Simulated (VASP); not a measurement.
A run of VASP 6.6.1:

File INCAR:

```
PREC = Accurate ; ENCUT = 600
EDIFF = 1E-6 ; ISMEAR = 0
SIGMA = 0.1 ; LREAL = F
LASPH = T ; NELM = 100
ALGO = Normal ; ISIF = 3
LWAVE = F ; LCHARG = F
GGA = PE ; IBRION = 2
NSW = 90 ; EDIFFG = -0.04
```

File KPOINTS:

```
regular mesh
0
Gamma
  6 6 4
```

Contents of POSCAR:

```
LuSi2Ge3
1.0
    5.5831912423      0.0000000000      0.0000000000
   -2.7915956212      4.8351854501      0.0000000000
    0.0000000000      0.0000000000      7.4627022576
Lu Si Ge
1 2 3
Direct
    0.0000000000      0.0000000000      0.0000000000
    0.0000000000      0.0000000000      0.6455617616
    0.0000000000      0.0000000000      0.3544382384
    0.5000000000      0.0000000000      0.0000000000
    0.0000000000      0.5000000000      0.0000000000
    0.5000000000      0.5000000000      0.0000000000
```

Potentials or basis: VASP PAW PBE potentials, release 64 (Lu, Si, Ge_d).

Run with:

```console
$ cat potpaw_PBE.64/Lu/POTCAR potpaw_PBE.64/Si/POTCAR potpaw_PBE.64/Ge_d/POTCAR > POTCAR
$ mpirun -np 1 vasp_std > vasp.out
```

Hardware: 1 thread of AMD EPYC 7R43 64-Core Processor (Zen 3), on a shared host.

How long does it take, and how much memory?

Run time: 34 min on 1 thread of AMD EPYC 7R43 64-Core Processor (Zen 3), on a shared host, peak memory 0.48 GiB. Counts: scf iterations 47, k points 21, ion steps 5.
